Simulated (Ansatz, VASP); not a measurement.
One calculation of CuO, two programs

Contents of POSCAR:

```
CuO
1.0
    0.0000000000      2.3272527300      2.3272527300
    2.3272527300      0.0000000000      2.3272527300
    2.3272527300      2.3272527300      0.0000000000
Cu O
1 1
Direct
    0.0000000000      0.0000000000      0.0000000000
    0.2500000000      0.2500000000      0.2500000000
```

INCAR.step1

```
PREC = Accurate
ENCUT = 520
ISMEAR = -1
SIGMA = 0.05
LREAL = False
LASPH = True
NELM = 100
NBANDS = 16
GGA = PE
ALGO = Normal
EDIFF = 1E-4
LWAVE = True
LCHARG = False
```

INCAR.step2

```
PREC = Accurate
ENCUT = 520
EDIFF = 1E-6
ISMEAR = -1
SIGMA = 0.05
LREAL = False
LASPH = True
NELM = 100
ALGO = Normal
ISIF = 2
LWAVE = False
LCHARG = False
METAGGA = R2SCAN
LMIXTAU = True
NBANDS = 16
ISTART = 1
```

Contents of KPOINTS:

```
Automatic mesh
0
Gamma
  6 6 6
```

input.yaml

```yaml
crystal:
  lattice:
    - [0.0, 2.32725273, 2.32725273]
    - [2.32725273, 0.0, 2.32725273]
    - [2.32725273, 2.32725273, 0.0]
  atoms:
    - { symbol: Cu, position: [0.0, 0.0, 0.0] }
    - { symbol: O, position: [0.25, 0.25, 0.25] }
hamiltonian:
  xc: r2scan
  pseudopotentials: { kind: paw }
kpoints:
  mp_grid: { grid: [6, 6, 6] }
  band_path:
    path:
      - [[0.0, 0.0, 0.0], [0.5, 0.0, 0.5], [0.5, 0.25, 0.75], [0.375, 0.375, 0.75], [0.0, 0.0, 0.0], [0.5, 0.5, 0.5], [0.625, 0.25, 0.625], [0.5, 0.25, 0.75], [0.5, 0.5, 0.5], [0.375, 0.375, 0.75]]
      - [[0.625, 0.25, 0.625], [0.5, 0.0, 0.5]]
    npoints: 14
scf:
  occupations: { method: fermi_dirac, width: 0.05 }
  n_extra_bands: 6
output:
  forces: true
  stress: true
  eigenvalues: true
  fatbands: false
```

Alike in both runs: functional r2SCAN; k mesh 6 × 6 × 6; occupations fermi-dirac, width 0.05 eV; no spin polarisation.

|  | VASP | Ansatz |
| --- | --- | --- |
| version | VASP 6.6.1 | Ansatz 0.2.0 |
| potentials or method | VASP PAW PBE potentials, release 64 (Cu, O) | Ansatz PAW |
| plane-wave cutoff (eV) | 520 | 500 |
| valence electrons in the cell | 17 | 25 |
| task | single point | band structure |

|  | VASP | Ansatz | Ansatz less VASP |
| --- | --- | --- | --- |
| gap on the k mesh at the Fermi level (eV) | none | none | - |
| pressure (GPa) | -14.4 | -14.8 | -0.41 |

VASP's potentials were made for PBE, not for r2SCAN. A gap of «none» marks a metal or a gap that the smearing closes. With one functional, cell and mesh, what is left measures potentials, basis and numerics. VASP's potentials hold 17 valence electrons a cell and Ansatz's 25, so a difference there can come from the potentials and not from the codes.

The k mesh is coarse, so the values compare programs but aren't converged.
